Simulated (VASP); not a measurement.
Input of a VASP 6.6.1 run:

INCAR

```
ALGO     = Normal         # electronic algorithm
EDIFF    = 1E-6           # SCF threshold, eV
EDIFFG   = -0.005         # ionic threshold
ENCUT    = 600            # plane-wave cutoff, eV
GGA      = CA             # functional
IBRION   = 2              # ionic algorithm
ISIF     = 3              # what is computed and relaxed
ISMEAR   = -1             # smearing method
LASPH    = T              # aspherical terms in the spheres
LCHARG   = F              # write CHGCAR
LREAL    = F              # projectors in reciprocal space
LWAVE    = F              # write WAVECAR
NELM     = 80             # most SCF steps
NSW      = 80             # ionic steps
PREC     = Accurate       # precision mode
SIGMA    = 0.02           # smearing width, eV
```

The input KPOINTS:

```
k-points
0
Gamma
  6 6 6
```

POSCAR

```
NaH
1.0
    3.9716510597      0.0000000000      0.0000000000
   -1.9858255298      3.4395507127      0.0000000000
    0.0000000000      0.0000000000      4.8740220360
Na H
2 2
Direct
    0.3333333333      0.6666666667     -0.0625143287
    0.6666666667      0.3333333333      0.4374856713
    0.3333333333      0.6666666667      0.4375143287
    0.6666666667      0.3333333333      0.9375143287
```

Potentials or basis: VASP PAW LDA potentials, release 64 (Na_pv, H).

Run with:

```sh
$ cat potpaw_LDA.64/Na_pv/POTCAR potpaw_LDA.64/H/POTCAR > POTCAR
$ mpirun -np 1 vasp_std > vasp.out
```

**Question.** Estimate the relaxed volume.

**Answer.** 15.26 Å³/atom.

**Question.** Predict the band gap on the k mesh.

**Answer.** 3.00 eV, indirect (least direct gap 4.00 eV).

**Question.** Predict the relaxed cell.

**Answer.** a = 3.862 Å, b = 3.862 Å, c = 4.727 Å, α = 90.00°, β = 90.00°, γ = 120.00°.

Final structure:
```cif
data_structure
_symmetry_space_group_name_H-M 'P 1'
_symmetry_Int_Tables_number 1
_cell_length_a 3.8618
_cell_length_b 3.8618
_cell_length_c 4.7269
_cell_angle_alpha 90.000
_cell_angle_beta 90.000
_cell_angle_gamma 120.000
_cell_volume 61.05
loop_
_atom_site_label
_atom_site_type_symbol
_atom_site_fract_x
_atom_site_fract_y
_atom_site_fract_z
_atom_site_occupancy
Na1 Na 0.33333 0.66667 0.93749 1
Na2 Na 0.66667 0.33333 0.43749 1
H1 H 0.33333 0.66667 0.43751 1
H2 H 0.66667 0.33333 0.93751 1
```

A k mesh can miss the band edges.
